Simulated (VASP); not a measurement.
Set up this calculation in VASP 6.6.1, as the native input.

```yaml
Task: relaxation of cell and atoms
Functional: PBEsol
Potentials_or_basis: VASP PAW PBE potentials, release 64 (Sc_sv)
Cutoff: 600 eV
k_mesh: 6 × 6 × 6
Occupations: fermi-dirac, width 0.1 eV
Spin: no spin polarisation
Dipole_correction: no
Further_INCAR_settings: ALGO = Normal; EDIFF = 1e-07; IBRION = 2; EDIFFG = -0.03; NSW = 80; ISIF = 3
```

The structure of Sc lies in POSCAR:

```
Sc
1.0
    3.6800000000      0.0000000000      0.0000000000
    0.0000000000      3.6800000000      0.0000000000
    0.0000000000      0.0000000000      3.6800000000
Sc
2
Direct
    0.0000000000      0.0000000000      0.0000000000
    0.5000000000      0.5000000000      0.5000000000
```

These files were run (other wordings do the same):

INCAR

```
SYSTEM = Sc
PREC     = Accurate       ! precision mode
ENCUT    = 600            ! plane-wave cutoff, eV
EDIFF    = 1E-7           ! SCF threshold, eV
ISMEAR   = -1             ! smearing method
SIGMA    = 0.1            ! smearing width, eV
LREAL    = .False.        ! projectors in reciprocal space
LASPH    = .True.         ! aspherical terms in the spheres
NELM     = 60             ! most SCF steps
ALGO     = Normal         ! electronic algorithm
ISIF     = 3              ! what is computed and relaxed
LWAVE    = .False.        ! write WAVECAR
LCHARG   = .False.        ! write CHGCAR
GGA      = PS             ! functional
IBRION   = 2              ! ionic algorithm
NSW      = 80             ! ionic steps
EDIFFG   = -0.03          ! ionic threshold
```

KPOINTS

```
Automatic mesh
0
Gamma
  6 6 6
  0 0 0
```

Potentials or basis: VASP PAW PBE potentials, release 64 (Sc_sv).

Launch:

```bash
$ cat potpaw_PBE.64/Sc_sv/POTCAR > POTCAR
$ mpirun -np 1 vasp_std > vasp.out
```

It gave:

* Relaxed volume: 24.00 Å³/atom
* Relaxed cell: a = 3.634 Å, b = 3.634 Å, c = 3.634 Å, α = 90.00°, β = 90.00°, γ = 90.00°
* Space group after relaxing (to 0.05 Å): Im-3m (No. 229)
* Energy gained by relaxing: 5.8 meV/atom
* Ionic steps: 3
* Pressure after relaxing: 0.0 GPa
* Band gap on the k mesh: zero (band 11 reaches 4.41 eV, above the bottom of band 12 at 3.60 eV)

Caveat: the PAW data sets were made with another functional, which shifts forces and pressure a little.

Run time: 36 s on 1 thread of Intel(R) Xeon(R) Platinum 8259CL CPU @ 2.50GHz (Skylake/Cascade Lake), on a shared host, peak memory 0.17 GiB.
